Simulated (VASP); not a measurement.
# TaN (I4mm) in VASP: further runs, part 2 of 2

VASP 6.6.1. Earlier steps stand in the parts before.

**4. Single point, PBE (all Ta atoms moved -0.050 Å, as atom 1 along Cartesian [0 0 1])**

Contents of INCAR:

```
ALGO = Normal ; EDIFF = 1E-7
ENCUT = 520 ; GGA = PE
ISIF = 2 ; ISMEAR = 0
LASPH = T ; LCHARG = F
LREAL = F ; LWAVE = F
NBANDS = 15 ; NELM = 100
PREC = Accurate ; SIGMA = 0.15
```

Contents of KPOINTS:

```
k-points
0
Gamma
  18 18 18
```

Contents of POSCAR:

```
TaN
1.0
    0.0000000000      2.1790000000      2.1790000000
    2.1790000000      0.0000000000      2.1790000000
    2.1790000000      2.1790000000      0.0000000000
Ta N
1 1
Direct
    0.4885268472      0.4885268472      0.5114731528
    0.0000000000      0.0000000000      0.0000000000
```

Potentials or basis: VASP PAW PBE potentials, release 64 (Ta_pv, N).

Launch:

```bash
cat potpaw_PBE.64/Ta_pv/POTCAR potpaw_PBE.64/N/POTCAR > POTCAR
mpirun -np 1 vasp_std > vasp.out
```

OUTCAR:

```text
EDIFF = 1E-7
   ENCUT = 520
   GGA = PE
   ISIF = 2
   ISMEAR = 0
   LASPH = T
   LREAL = F
   NELM = 100
   PREC = Accurate

 ion  position               nearest neighbor table
   1  0.489  0.489  0.511-   2 2.13   2 2.18   2 2.18   2 2.18   2 2.18   2 2.23
   2  0.000  0.000  0.000-   1 2.13   1 2.18   1 2.18   1 2.18   1 2.18   1 2.23

  LATTYP: Found a face centered cubic cell.
 ALAT       =     4.3580000000

  Lattice vectors:

 A1 = (   0.0000000000,   2.1790000000,   2.1790000000)
 A2 = (   2.1790000000,   0.0000000000,   2.1790000000)
 A3 = (   2.1790000000,   2.1790000000,   0.0000000000)

Analysis of symmetry for initial positions (statically):
=====================================================================
 Subroutine PRICEL returns:
 Original cell was already a primitive cell.

 Routine SETGRP: Setting up the symmetry group for a
 face centered cubic supercell.

 Subroutine GETGRP returns: Found  8 space group operations
 (whereof  8 operations were pure point group operations)
 out of a pool of 48 trial point group operations.

The static configuration has the point symmetry C_4v.

Analysis of symmetry for dynamics (positions and initial velocities):
=====================================================================
 Subroutine PRICEL returns:
 Original cell was already a primitive cell.

 Routine SETGRP: Setting up the symmetry group for a
 face centered cubic supercell.

 Subroutine GETGRP returns: Found  8 space group operations
 (whereof  8 operations were pure point group operations)
 out of a pool of 48 trial point group operations.

The dynamic configuration has the point symmetry C_4v.

 Subroutine INISYM returns: Found  8 space group operations
 (whereof  8 operations are pure point group operations),
 and found     1 'primitive' translations

----------------------------------------------------------------------------------------

                                     Primitive cell

[... 114 lines left out ...]
   LORBIT       =      0    0 simple, 1 ext, 2 COOP (PROOUT), +10 PAW based schemes
   GGA     = PE    functional components
   LHFCALC =     F    Hartree Fock is set to
   AEXX    =    0.0000 exact exchange contribution
   IVDW    =     0    specifies the selected vdW correction
   LEPSILON=     F    determine dielectric tensor
   LRPA    =     F    only Hartree local field effects (RPA)
 non-spin polarized calculation
 Gauss-broadening in eV      SIGMA  =   0.15
  energy-cutoff  :      520.00
  volume of cell :       20.69
 maximum number of plane-waves:       568
   NGX = 11   NGY = 11   NGZ = 11

 number of electron      15.9999998 magnetization

 Free energy of the ion-electron system (eV)
  ---------------------------------------------------
  ext. energy  EPLUGINS =         0.00000000
  ---------------------------------------------------
  free energy    TOTEN  =       -21.77823790 eV

  energy without entropy =      -21.76887732  energy(sigma->0) =      -21.77355761

 E-fermi :   9.8630     XC(G=0): -13.5882

 val. band max:        9.8563235572   @ k =  -0.2778   0.3889   0.1667
 cond. band min:       9.8629644862   @ k =   0.1667  -0.2778   0.3889
 fundamental gap:      0.0066409290
 Fermi energy:         9.8629582073

 k-point     1 :       0.0000    0.0000    0.0000
  band No.  band energies     occupation
      1     -25.8627      2.00000
      2     -25.8606      2.00000
      3     -25.8606      2.00000
      4      -9.2316      2.00000
      5       5.8746      2.00000
      6       5.8746      2.00000
      7       5.8906      2.00000
      8       7.6794      2.00000
      9       7.7631      2.00000
     10       7.7631      2.00000
     11       9.9332      0.50806
     12      10.0168      0.14703
     13      11.6085      0.00000
     14      19.2675      0.00000
[... 401 lines left out ...]
      2     -25.9551      2.00000
      3     -25.9437      2.00000
      4      -6.7179      2.00000
      5       0.1913      2.00000
      6       2.3841      2.00000
      7       2.6083      2.00000
      8       9.8407      1.16594
      9      11.1886      0.00000
     10      11.3248      0.00000
     11      14.8972      0.00000
     12      15.8306      0.00000
     13      16.8990      0.00000
     14      21.8588      0.00000
     15      22.3388      0.00000

 [... further k-points ...]
[... 5 lines left out ...]
  --------------------------------------------------------------------------------------
  -------------------------------------------------------------------------------------
  Total        2.0049685      2.0049685      2.1856318      0.0000000      0.0000000      0.0000000
  in kB      155.2445800    155.2445800    169.2333256      0.0000000      0.0000000      0.0000000
  external PRESSURE =     159.9074952 kB  Pullay stress =       0.0000000 kB

 VOLUME and BASIS-vectors are now :
 -----------------------------------------------------------------------------
  energy-cutoff  :      520.00
  volume of cell :       20.69
      direct lattice vectors                 reciprocal lattice vectors
     0.000000000  2.179000000  2.179000000    -0.229463056  0.229463056  0.229463056
     2.179000000  0.000000000  2.179000000     0.229463056 -0.229463056  0.229463056
     2.179000000  2.179000000  0.000000000     0.229463056  0.229463056 -0.229463056

 POSITION                                       TOTAL-FORCE (eV/Angst)
 -----------------------------------------------------------------------------------
      2.17900      2.17900      2.12900         0.000000      0.000000      0.460939
      0.00000      0.00000      0.00000         0.000000      0.000000     -0.460939
 -----------------------------------------------------------------------------------
    total drift:                                0.000000      0.000000     -0.000043

  FREE ENERGIE OF THE ION-ELECTRON SYSTEM (eV)
  ---------------------------------------------------
  free  energy   TOTEN  =       -21.7782378997 eV

  energy  without entropy=      -21.7688773179  energy(sigma->0) =      -21.77355761
```

OSZICAR:

```text
N       E                     dE             d eps       ncg     rms          rms(c)
DAV:   1     0.893635199433E+02    0.89364E+02   -0.87949E+03 14400   0.114E+03
DAV:   2    -0.220712287191E+02   -0.11143E+03   -0.10503E+03 17690   0.304E+02
DAV:   3    -0.247950765076E+02   -0.27238E+01   -0.27061E+01 16010   0.445E+01
DAV:   4    -0.248056756772E+02   -0.10599E-01   -0.10591E-01 18805   0.294E+00
DAV:   5    -0.248057417649E+02   -0.66088E-04   -0.66086E-04 16255   0.208E-01    0.256E+01
DAV:   6    -0.218564702509E+02    0.29493E+01   -0.54390E+00 17715   0.265E+01    0.107E+01
DAV:   7    -0.218106807990E+02    0.45789E-01   -0.55982E-01 16542   0.602E+00    0.736E+00
DAV:   8    -0.217853341707E+02    0.25347E-01   -0.13429E-01 17053   0.310E+00    0.178E+00
DAV:   9    -0.217783163682E+02    0.70178E-02   -0.19026E-02 16458   0.113E+00    0.319E-01
DAV:  10    -0.217782827781E+02    0.33590E-04   -0.14285E-03 16591   0.400E-01    0.552E-02
DAV:  11    -0.217782390146E+02    0.43763E-04   -0.91793E-05 16535   0.113E-01    0.234E-02
DAV:  12    -0.217782383229E+02    0.69172E-06   -0.82065E-06 16738   0.277E-02    0.557E-03
DAV:  13    -0.217782378669E+02    0.45602E-06   -0.26435E-07 16952   0.470E-03    0.300E-03
DAV:  14    -0.217782378997E+02   -0.32801E-07   -0.23529E-08  9146   0.139E-03
   1 F= -.21778238E+02 E0= -.21773558E+02  d E =-.936058E-02
```

Wall time 1.9 min (1 thread of Intel Xeon Platinum 8259CL at 2.50GHz (Skylake/Cascade Lake), shared host); peak memory 0.26 GiB.

What came out:

```yaml
Free_energy: -21.7782 eV
Pressure: 16.0 GPa
Largest_force: 0.461 eV/Å
Band_gap_on_the_k_mesh: zero (band 8 reaches 11.83 eV, above the bottom of band 9 at 7.76 eV)
```

Forces on the atoms (eV/Å):
```
Ta   0.000  0.000  0.461
N    0.000  0.000 -0.461
```

Caveat: the cell differs from its parent crystal (all Ta atoms moved -0.050 Å, as atom 1 along Cartesian [0 0 1]); spin-orbit coupling is left out, which moves the levels of the heavy elements.

**5. Single point, PBE (all Ta atoms moved +0.025 Å, as atom 1 along Cartesian [0 0 1])**

Contents of INCAR:

```
PREC = Accurate
ENCUT = 520
EDIFF = 1E-6
ISMEAR = 0
SIGMA = 0.15
LREAL = F
LASPH = T
NELM = 100
ALGO = Normal
ISIF = 2
LWAVE = F
LCHARG = F
GGA = PE
NBANDS = 15
```

Contents of KPOINTS:

```
Automatic mesh
0
Gamma
  18 18 18
```

Edit POSCAR of step 4 so:

```diff
@@ -8,3 +8,3 @@
 Direct
-    0.4885268472      0.4885268472      0.5114731528
+    0.5057365764      0.5057365764      0.4942634236
     0.0000000000      0.0000000000      0.0000000000
```

Launch:

```bash
cat potpaw_PBE.64/Ta_pv/POTCAR potpaw_PBE.64/N/POTCAR > POTCAR
mpirun -np 1 vasp_std > vasp.out
```

Wall time 80 s (1 thread of Intel Xeon Platinum 8259CL at 2.50GHz (Skylake/Cascade Lake), shared host); peak memory 0.26 GiB.

The run converged. Its results:

* Free energy: -21.7868 eV
* Pressure: 15.6 GPa
* Largest force: 0.227 eV/Å
* Band gap on the k mesh: zero (band 8 reaches 11.84 eV, above the bottom of band 9 at 7.70 eV)

Forces on the atoms (eV/Å):
```
Ta   0.000  0.000 -0.227
N    0.000  0.000  0.227
```

Stress tensor (GPa, compression positive):
```
15.52  0.00  0.00
 0.00 15.52  0.00
 0.00  0.00 15.87
```

Levels at points of the mesh, in eV from the Fermi level:
```csv
k point,band 5,band 6,band 7,band 8,band 9,band 10,band 11,band 12
"(0.00, 0.00, 0.00)",-3.94,-3.94,-3.93,-2.19,-2.17,-2.17,0.06,0.08
"(0.50, 0.00, 0.00)",-10.61,-7.79,-7.79,1.97,1.98,2.07,3.90,7.80
"(0.50, 0.50, 0.00)",-6.71,-5.67,-4.72,-4.72,2.20,3.69,3.69,4.81
"(0.00, 0.50, 0.50)",-6.71,-5.71,-4.72,-4.67,2.20,3.69,3.69,4.81
```

Caveat: the cell differs from its parent crystal (all Ta atoms moved +0.025 Å, as atom 1 along Cartesian [0 0 1]); spin-orbit coupling is left out, which moves the levels of the heavy elements.

**6. Single point, PBE (all Ta atoms moved +0.087 Å, as atom 1 along Cartesian [0 0 1])**

Contents of INCAR:

```
SYSTEM = TaN
PREC     = Accurate       ! precision mode
ENCUT    = 520            ! plane-wave cutoff, eV
EDIFF    = 1E-6           ! SCF threshold, eV
ISMEAR   = 0              ! smearing method
SIGMA    = 0.15           ! smearing width, eV
LREAL    = .FALSE.        ! projectors in reciprocal space
LASPH    = .TRUE.         ! aspherical terms in the spheres
NELM     = 100            ! most SCF steps
ALGO     = Normal         ! electronic algorithm
ISIF     = 2              ! what is computed and relaxed
LWAVE    = .FALSE.        ! write WAVECAR
LCHARG   = .FALSE.        ! write CHGCAR
GGA      = PE             ! functional
NBANDS   = 15             ! bands
```

Contents of KPOINTS:

```
Automatic mesh
0
G
  18 18 18
  0 0 0
```

Edit POSCAR of step 5 so:

```diff
@@ -8,3 +8,3 @@
 Direct
-    0.5057365764      0.5057365764      0.4942634236
+    0.5200780174      0.5200780174      0.4799219826
     0.0000000000      0.0000000000      0.0000000000
```

Potentials or basis: VASP PAW PBE potentials, release 64 (Ta_pv, N).

Launch:

```bash
cat potpaw_PBE.64/Ta_pv/POTCAR potpaw_PBE.64/N/POTCAR > POTCAR
mpirun -np 1 vasp_std > vasp.out
```

Run time: 82 s. Hardware: 1 thread of Intel Xeon Platinum 8259CL at 2.50GHz (Skylake/Cascade Lake), shared host; peak memory 0.26 GiB.

The run converged. Its results:

| Item | Value |
| --- | --- |
| Free energy | -21.7539 eV |
| Pressure | 16.9 GPa |
| Largest force | 0.844 eV/Å |
| Band gap on the k mesh | zero (band 8 reaches 11.80 eV, above the bottom of band 9 at 7.92 eV) |

Forces on the atoms (eV/Å):
```
Ta   0.000  0.000 -0.844
N    0.000  0.000  0.844
```

Stress tensor (GPa, compression positive):
```
15.51  0.00  0.00
 0.00 15.51  0.00
 0.00  0.00 19.75
```

Levels at points of the mesh, in eV from the Fermi level:
```
           k point  band 5  band 6  band 7  band 8  band 9  band 10  band 11  band 12
(0.00, 0.00, 0.00)   -4.12   -4.12   -4.08   -2.16   -1.93    -1.93     0.09     0.34
(0.50, 0.00, 0.00)  -10.58   -7.77   -7.75    1.95    2.02     2.07     3.88     7.68
(0.50, 0.50, 0.00)   -6.67   -5.65   -4.70   -4.70    2.23     3.71     3.71     4.72
(0.00, 0.50, 0.50)   -6.70   -6.02   -4.73   -4.29    2.29     3.71     3.72     4.78
```

Caveat: the cell differs from its parent crystal (all Ta atoms moved +0.087 Å, as atom 1 along Cartesian [0 0 1]); spin-orbit coupling is left out, which moves the levels of the heavy elements.
